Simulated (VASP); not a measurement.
# Sb (R-3m) in VASP: notebook

Aim: see how the results for Sb move with the level of theory and the settings. Levels: r2SCAN+D4, r2SCAN+rVV10. Tasks: relaxation of cell and atoms.

Program: VASP 6.6.1. These are calculated values, not measurements. Logs are shortened: lines on timing, memory, paths and dates and some standing lists are left out, and cuts for length are marked.

**1. The cell of the first run**

Symmetry: R-3m, No. 166, trigonal system. Conventional cell: a = 4.308 Å, b = 4.308 Å, c = 11.274 Å, α = 90.00°, β = 90.00°, γ = 120.00°. Within 3.8 Å of Sb (site symmetry 3m) lie 6 Sb at 2.91 to 3.35 Å.

**2. Relaxation of cell and atoms, r2SCAN+D4**

POSCAR reads:

```
Sb
1.0
    2.1542000000      1.2437300000      3.7580000000
   -2.1542000000      1.2437300000      3.7580000000
    0.0000000000     -2.4874600000      3.7580000000
Sb
2
Direct
    0.2334900000      0.2334900000      0.2334900000
    0.7665100000      0.7665100000      0.7665100000
```

INCAR.step1 reads:

```
SYSTEM = Sb
PREC = Accurate
ENCUT = 600
ISMEAR = -1
SIGMA = 0.1
LREAL = .FALSE.
LASPH = .TRUE.
NELM = 100
GGA = PE
ALGO = Normal
EDIFF = 1E-4
LWAVE = .TRUE.
LCHARG = .FALSE.
```

INCAR.step2 reads:

```
SYSTEM = Sb
PREC = Accurate
ENCUT = 600
EDIFF = 1E-6
ISMEAR = -1
SIGMA = 0.1
LREAL = .FALSE.
LASPH = .TRUE.
NELM = 100
ALGO = Normal
ISIF = 3
LWAVE = .FALSE.
LCHARG = .FALSE.
METAGGA = R2SCAN
LMIXTAU = .TRUE.
IVDW = 13
VDW_S6 = 1.0
VDW_S8 = 0.6018749
VDW_A1 = 0.51559235
VDW_A2 = 5.77342911
IBRION = 2
NSW = 80
EDIFFG = -0.02
ISTART = 1
```

KPOINTS reads:

```
regular mesh
0
G
  11 11 11
  0 0 0
```

Potentials or basis: VASP PAW PBE potentials, release 64 (Sb).

Launch:

```bash
> cat potpaw_PBE.64/Sb/POTCAR > POTCAR
> cp INCAR.step1 INCAR
> mpirun -np 1 vasp_std > vasp.out
> cp INCAR.step2 INCAR
> mpirun -np 1 vasp_std > vasp.out
```

OUTCAR:

```text
SYSTEM = Sb
   PREC = Accurate
   ENCUT = 600
   EDIFF = 1E-6
   ISMEAR = -1
   LREAL = .FALSE.
   LASPH = .TRUE.
   NELM = 100
   ISIF = 3
   METAGGA = R2SCAN
   IVDW = 13
   IBRION = 2
   NSW = 80
   EDIFFG = -0.02
   ISTART = 1

 ion  position               nearest neighbor table
   1  0.233  0.233  0.233-   2 2.91   2 2.91   2 2.91   2 3.35   2 3.35   2 3.35
   2  0.767  0.767  0.767-   1 2.91   1 2.91   1 2.91   1 3.35   1 3.35   1 3.35

  LATTYP: Found a trigonal (rhomboedric) cell.
 ALAT       =     4.5066623962
 COS(alpha) =     0.5430245193

  Lattice vectors:

 A1 = (   2.1542000000,   1.2437300000,   3.7580000000)
 A2 = (  -2.1542000000,   1.2437300000,   3.7580000000)
 A3 = (   0.0000000000,  -2.4874600000,   3.7580000000)

Analysis of symmetry for initial positions (statically):
=====================================================================
 Subroutine PRICEL returns:
 Original cell was already a primitive cell.

 Routine SETGRP: Setting up the symmetry group for a
 trigonal (rhombohedral) supercell.

 Subroutine GETGRP returns: Found 12 space group operations
 (whereof 12 operations were pure point group operations)
 out of a pool of 12 trial point group operations.

The static configuration has the point symmetry D_3d.

Analysis of symmetry for dynamics (positions and initial velocities):
=====================================================================
 Subroutine PRICEL returns:
 Original cell was already a primitive cell.

 Routine SETGRP: Setting up the symmetry group for a
 trigonal (rhombohedral) supercell.

 Subroutine GETGRP returns: Found 12 space group operations
 (whereof 12 operations were pure point group operations)
 out of a pool of 12 trial point group operations.

The dynamic configuration has the point symmetry D_3d.

 Subroutine INISYM returns: Found 12 space group operations
 (whereof 12 operations are pure point group operations),
 and found     1 'primitive' translations

----------------------------------------------------------------------------------------

                                     Primitive cell

  volume of cell :      60.4116

  direct lattice vectors                    reciprocal lattice vectors
     2.154200000  1.243730000  3.758000000     0.232104726  0.134005505  0.088699663
    -2.154200000  1.243730000  3.758000000    -0.232104726  0.134005505  0.088699663
     0.000000000 -2.487460000  3.758000000     0.000000000 -0.268011010  0.088699663

  length of vectors
     4.506662396  4.506662396  4.506664093     0.282307827  0.282307827  0.282307513

  position of ions in fractional coordinates (direct lattice)
     0.233490000  0.233490000  0.233490000
     0.766510000  0.766510000  0.766510000

  ion indices of the primitive-cell ions
   primitive index   ion index
                 1           1
                 2           2

----------------------------------------------------------------------------------------

 KPOINTS: regular mesh

Automatic generation of k-mesh.
 Grid dimensions read from file:
 generate k-points for:   11   11   11

 Generating k-lattice:

  Cartesian coordinates                     Fractional coordinates (reciprocal lattice)
     0.021100430  0.012182319  0.008063606     0.090909091  0.000000000  0.000000000
    -0.021100430  0.012182319  0.008063606     0.000000000  0.090909091  0.000000000
     0.000000000 -0.024364637  0.008063606     0.000000000  0.000000000  0.090909091

  Length of vectors
     0.025664348  0.025664348  0.025664319

  Shift w.r.t. Gamma in fractional coordinates (k-lattice)
     0.000000000  0.000000000  0.000000000

 Subroutine IBZKPT returns following result:
 ===========================================

 Found    146 irreducible k-points:

 Following reciprocal coordinates:
            Coordinates               Weight
  0.000000  0.000000  0.000000      1.000000
  0.090909  0.000000  0.000000      6.000000
  0.181818  0.000000  0.000000      6.000000
  0.272727 -0.000000  0.000000      6.000000
  0.363636  0.000000  0.000000      6.000000
  0.454545  0.000000  0.000000      6.000000
[... 16 lines left out ...]
 -0.272727  0.181818 -0.000000     12.000000
 -0.181818  0.181818  0.000000      6.000000
 [... further k-points ...]
   k-points           NKPTS =    146   k-points in BZ     NKDIM =    146   number of bands    NBANDS=      9
   number of dos      NEDOS =    301   number of ions     NIONS =      2
   total plane-waves  NPLWV =  46656
   dimension x,y,z NGX =    36 NGY =   36 NGZ =   36
   dimension x,y,z NGXF=    72 NGYF=   72 NGZF=   72
   ions per type =               2
   NGX,Y,Z   is equivalent  to a cutoff of  13.28, 13.28, 13.28 a.u.
   NGXF,Y,Z  is equivalent  to a cutoff of  26.56, 26.56, 26.56 a.u.
 SYSTEM =  Sb
   PREC   = accura    normal or accurate (medium, high low for compatibility)
   ISTART =      1    job   : 0-new  1-cont  2-samecut
   ICHARG =      0    charge: 1-file 2-atom 10-const
   ISPIN  =      1    spin polarized calculation?
   LNONCOLLINEAR =      F non collinear calculations
   LSORBIT =      F    spin-orbit coupling
   LASPH  =      T    aspherical Exc in radial PAW
   ENCUT  =  600.0 eV  44.10 Ry    6.64 a.u.   9.00  9.00  9.00*2*pi/ulx,y,z
   NELM   =    100;   NELMIN=  2; NELMDL=  0     # of ELM steps
   EDIFF  = 0.1E-05   stopping-criterion for ELM
   LREAL  =      F    real-space projection
   EDIFFG = -.2E-01   stopping-criterion for IOM
   NSW    =     80    number of steps for IOM
   IBRION =      2    ionic relax: 0-MD 1-quasi-New 2-CG
   NFREE  =      1    steps in history (QN), initial steepest desc. (CG)
   ISIF   =      3    stress and relaxation
   ISYM   =      2    0-nonsym 1-usesym 2-fastsym
   POTIM  = 0.5000    time-step for ionic-motion
   TEBEG  =    0.0;   TEEND  =   0.0 temperature during run
   PSTRESS=    0.0 pullay stress
   NELECT =      10.0000    total number of electrons
   NUPDOWN=      -1.0000    fix difference up-down
   EMIN   =  10.00;   EMAX   =-10.00  energy-range for DOS
   EFERMI =   0.00;   METHOD = LEGACY
   ISMEAR =    -1;   SIGMA  =   0.10  broadening in eV -4-tet -1-fermi 0-gaus
   EFERMI_NEDOS =   21; number of points for ismear=-14 and -15
   IALGO  =     38    algorithm
   IMIX   =      4    mixing-type and parameters
     AMIX     =   0.40;   BMIX     =  1.00
     AMIX_MAG =   1.60;   BMIX_MAG =  1.00
  volume/ion in A,a.u.               =      30.21       203.84
  Fermi-wavevector in a.u.,A,eV,Ry     =   0.898879  1.698636 10.993293  0.807984
  Thomas-Fermi vector in A             =   2.021644
   LORBIT       =      0    0 simple, 1 ext, 2 COOP (PROOUT), +10 PAW based schemes
   METAGGA = R2SCAN    functional components
   LHFCALC =     F    Hartree Fock is set to
   AEXX    =    0.0000 exact exchange contribution
   IVDW    =    13    specifies the selected vdW correction
   LEPSILON=     F    determine dielectric tensor
   LRPA    =     F    only Hartree local field effects (RPA)
 conjugate gradient relaxation of ions
 non-spin polarized calculation
  energy-cutoff  :      600.00
  volume of cell :       60.41
 maximum number of plane-waves:      2040
   NGX = 17   NGY = 17   NGZ = 17

--------------------------------------- Ionic step        1  -------------------------------------------

 number of electron      10.0000000 magnetization

 Free energy of the ion-electron system (eV)
  ---------------------------------------------------
  ext. energy  EPLUGINS =         0.00000000
  ---------------------------------------------------
  free energy    TOTEN  =       -51.38612610 eV

  energy without entropy =      -51.37762604  energy(sigma->0) =      -51.38187607

------------------------ aborting loop because EDIFF is reached ----------------------------------------

  DFT-D4 for vdW energy calculation

  Edisp (eV):   -0.33995

  FORCE on cell =-STRESS in cart. coord.  units (eV):
  Direction    XX          YY          ZZ          XY          YZ          ZX
  --------------------------------------------------------------------------------------
  -------------------------------------------------------------------------------------
  Total       0.38053     0.38053     0.32747    -0.00000     0.00000    -0.00000
  in kB      10.09201    10.09204     8.68483    -0.00000     0.00000    -0.00000
  external pressure =        9.62 kB  Pullay stress =        0.00 kB

 VOLUME and BASIS-vectors are now :
 -----------------------------------------------------------------------------
  energy-cutoff  :      600.00
  volume of cell :       60.41
      direct lattice vectors                 reciprocal lattice vectors
     2.154200000  1.243730000  3.758000000     0.232104726  0.134005505  0.088699663
    -2.154200000  1.243730000  3.758000000    -0.232104726  0.134005505  0.088699663
     0.000000000 -2.487460000  3.758000000     0.000000000 -0.268011010  0.088699663
[... 41 lines left out ...]
 POSITION                                       TOTAL-FORCE (eV/Angst)
 -----------------------------------------------------------------------------------
      0.00000      0.00000      2.65788        -0.000000      0.000000     -0.092800
      0.00000      0.00000      8.70517         0.000000     -0.000000      0.092800
 -----------------------------------------------------------------------------------
    total drift:                               -0.000000     -0.000000      0.000000

  FREE ENERGIE OF THE ION-ELECTRON SYSTEM (eV)
  ---------------------------------------------------
  free  energy   TOTEN  =       -51.7270619979 eV

  energy  without entropy=      -51.7186075210  energy(sigma->0) =      -51.72283476

--------------------------------------- Ionic step        3  -------------------------------------------

 number of electron      10.0000000 magnetization

 Free energy of the ion-electron system (eV)
  ---------------------------------------------------
  ext. energy  EPLUGINS =         0.00000000
  ---------------------------------------------------
  free energy    TOTEN  =       -51.39339582 eV

  energy without entropy =      -51.38492597  energy(sigma->0) =      -51.38916089

 E-fermi :   7.0951     XC(G=0):  -9.9324

 val. band max:        7.0650619861   @ k =   0.3636   0.2727   0.2727
 cond. band min:       7.1060270641   @ k =   0.4545   0.0000   0.0000
 fundamental gap:      0.0409650780
 Fermi energy:         7.0950951482

 k-point     1 :       0.0000    0.0000    0.0000
  band No.  band energies     occupation
      1      -6.1608      2.00000
      2       2.1908      2.00000
      3       4.8226      2.00000
      4       5.0799      2.00000
      5       5.0799      2.00000
      6       9.2217      0.00000
      7       9.8405      0.00000
      8       9.8405      0.00000
      9      12.4837      0.00000

 k-point     2 :       0.0909    0.0000    0.0000
  band No.  band energies     occupation
      1      -6.0659      2.00000
      2       1.7286      2.00000
      3       4.8600      2.00000
      4       5.0593      2.00000
      5       5.2811      2.00000
      6       9.1792      0.00000
      7       9.6067      0.00000
      8       9.6116      0.00000
      9      12.1091      0.00000
[... 253 lines left out ...]
 k-point    24 :      -0.1818    0.1818    0.0000
  band No.  band energies     occupation
      1      -5.1446      2.00000
      2      -0.5556      2.00000
      3       3.5041      2.00000
      4       5.7309      2.00000
      5       5.9203      1.99998
      6       7.5549      0.01994
      7       7.9062      0.00060
      8      10.6023      0.00000
      9      11.7837      0.00000

 [... further k-points ...]

------------------------ aborting loop because EDIFF is reached ----------------------------------------

  DFT-D4 for vdW energy calculation

  Edisp (eV):   -0.33552

  FORCE on cell =-STRESS in cart. coord.  units (eV):
  Direction    XX          YY          ZZ          XY          YZ          ZX
  --------------------------------------------------------------------------------------
  -------------------------------------------------------------------------------------
  Total       0.00504     0.00504     0.01597     0.00000     0.00000     0.00000
  in kB       0.13180     0.13180     0.41760     0.00000     0.00000     0.00000
  external pressure =        0.23 kB  Pullay stress =        0.00 kB

 VOLUME and BASIS-vectors are now :
 -----------------------------------------------------------------------------
  energy-cutoff  :      600.00
  volume of cell :       61.28
      direct lattice vectors                 reciprocal lattice vectors
     2.165025337  1.249980042  3.774251588     0.230944179  0.133335462  0.088317730
    -2.165025337  1.249980042  3.774251588    -0.230944179  0.133335462  0.088317730
     0.000000000 -2.499960084  3.774251588     0.000000000 -0.266670924  0.088317730

 POSITION                                       TOTAL-FORCE (eV/Angst)
 -----------------------------------------------------------------------------------
      0.00000      0.00000      2.64634        -0.000000     -0.000000     -0.009429
      0.00000      0.00000      8.67641         0.000000      0.000000      0.009429
 -----------------------------------------------------------------------------------
    total drift:                                0.000000      0.000000     -0.000000

  FREE ENERGIE OF THE ION-ELECTRON SYSTEM (eV)
  ---------------------------------------------------
  free  energy   TOTEN  =       -51.7289139481 eV

  energy  without entropy=      -51.7204440945  energy(sigma->0) =      -51.72467902

 reached required accuracy - stopping structural energy minimisation
```

It took 4.5 min on 1 thread of Intel Xeon 6975P-C (Granite Rapids), shared host; peak memory 0.28 GiB.

Results:

| Quantity | Value |
| --- | --- |
| Free energy | -51.7289 eV |
| Relaxed volume | 30.64 Å³/atom |
| Relaxed cell | a = 4.527 Å, b = 4.527 Å, c = 4.527 Å, α = 57.14°, β = 57.14°, γ = 57.14° |
| Space group after relaxing (to 0.1 Å) | R-3m (No. 166) |
| Energy gained by relaxing | 1.4 meV/atom |
| Ionic steps | 3 |
| Pressure after relaxing | 0.0 GPa |
| Largest force after relaxing | 0.009 eV/Å |
| Band gap on the k mesh | zero (bands 5 and 6 overlap by 0.19 eV) |
| Dispersion energy per atom | -0.168 eV |

Forces in eV/Å, atoms in the order of the input:
```
Sb   0.000  0.000 -0.009
Sb   0.000  0.000  0.009
```

Step by step:
```
step  energy change (eV)  largest force (eV/Å)  pressure (GPa)  volume (Å³)
   1              0.0000                0.0971            0.96        60.41
   2             -0.0010                0.0928           -0.71        62.01
   3             -0.0028                0.0094            0.02        61.28
```

Final structure:
```yaml
crystal:
  lattice:
    - [2.16503, 1.24998, 3.77425]
    - [-2.16503, 1.24998, 3.77425]
    - [0.00000, -2.49996, 3.77425]
  atoms:
    - { symbol: Sb, position: [0.23372, 0.23372, 0.23372] }
    - { symbol: Sb, position: [0.76628, 0.76628, 0.76628] }
```

Caveat: the PAW data sets were made with another functional, which shifts forces and pressure a little; spin-orbit coupling is left out, which moves the levels of the heavy elements.

**3. Relaxation of cell and atoms, r2SCAN+rVV10**

POSCAR is that of step 2.

INCAR.step1 reads:

```
  PREC = Accurate
  ENCUT = 600
  ISMEAR = -1
  SIGMA = 0.1
  LREAL = False
  LASPH = True
  NELM = 80
  GGA = PE
  ALGO = Normal
  EDIFF = 1E-4
  LWAVE = True
  LCHARG = False
```

INCAR.step2 reads:

```
  PREC = Accurate
  ENCUT = 600
  EDIFF = 1E-6
  ISMEAR = -1
  SIGMA = 0.1
  LREAL = False
  LASPH = True
  NELM = 80
  ALGO = Normal
  ISIF = 3
  LWAVE = False
  LCHARG = False
  METAGGA = R2SCAN
  LMIXTAU = True
  LUSE_VDW = True
  IVDW_NL = 2
  BPARAM = 11.95
  CPARAM = 0.0093
  IBRION = 2
  NSW = 80
  EDIFFG = -0.02
  ISTART = 1
```

KPOINTS reads:

```
regular mesh
0
Gamma
  11 11 11
```

Potentials or basis: VASP PAW PBE potentials, release 64 (Sb).

Launch:

```bash
> cat potpaw_PBE.64/Sb/POTCAR > POTCAR
> cp INCAR.step1 INCAR
> mpirun -np 1 vasp_std > vasp.out
> cp INCAR.step2 INCAR
> mpirun -np 1 vasp_std > vasp.out
```

Wall time 32 min (1 thread of Intel Xeon 8259CL, shared host); peak memory 0.44 GiB.

It converged, with:

```
Free energy                           : -51.0912 eV
Relaxed volume                        : 30.72 Å³/atom
Relaxed cell                          : a = 4.531 Å, b = 4.531 Å, c = 4.531 Å, α = 57.16°, β = 57.16°, γ = 57.16°
Space group after relaxing (to 0.1 Å) : R-3m (No. 166)
Energy gained by relaxing             : 2.0 meV/atom
Ionic steps                           : 3
Pressure after relaxing               : 0.0 GPa
Band gap on the k mesh                : zero (bands 5 and 6 overlap by 0.19 eV)
```

Forces on the atoms (eV/Å):
```
Sb   0.000  0.000 -0.003
Sb   0.000  0.000  0.003
```

Step by step:
| step | energy change (eV) | largest force (eV/Å) | pressure (GPa) | volume (Å³) |
| --- | --- | --- | --- | --- |
| 1 | 0.0000 | 0.1252 | 1.14 | 60.41 |
| 2 | -0.0014 | 0.1014 | -0.86 | 62.31 |
| 3 | -0.0040 | 0.0027 | 0.01 | 61.45 |

Final structure:
```
CELL_PARAMETERS angstrom
2.16717 1.25122 3.77670
-2.16717 1.25122 3.77670
0.00000 -2.50244 3.77670
ATOMIC_POSITIONS crystal
Sb 0.23379 0.23379 0.23379
Sb 0.76621 0.76621 0.76621
```

Levels at points of the mesh, in eV from the Fermi level:
| k point | band 2 | band 3 | band 4 | band 5 | band 6 | band 7 | band 8 | band 9 |
| --- | --- | --- | --- | --- | --- | --- | --- | --- |
| (0.00, 0.00, 0.00) | -4.89 | -2.26 | -2.00 | -2.00 | 2.14 | 2.75 | 2.75 | 5.37 |

Caveat: the PAW data sets were made with another functional, which shifts forces and pressure a little; spin-orbit coupling is left out, which moves the levels of the heavy elements. Zero-point motion and thermal expansion aren't in these numbers.

The gap in the log of VASP goes by the Fermi energy; the results here count the filled bands.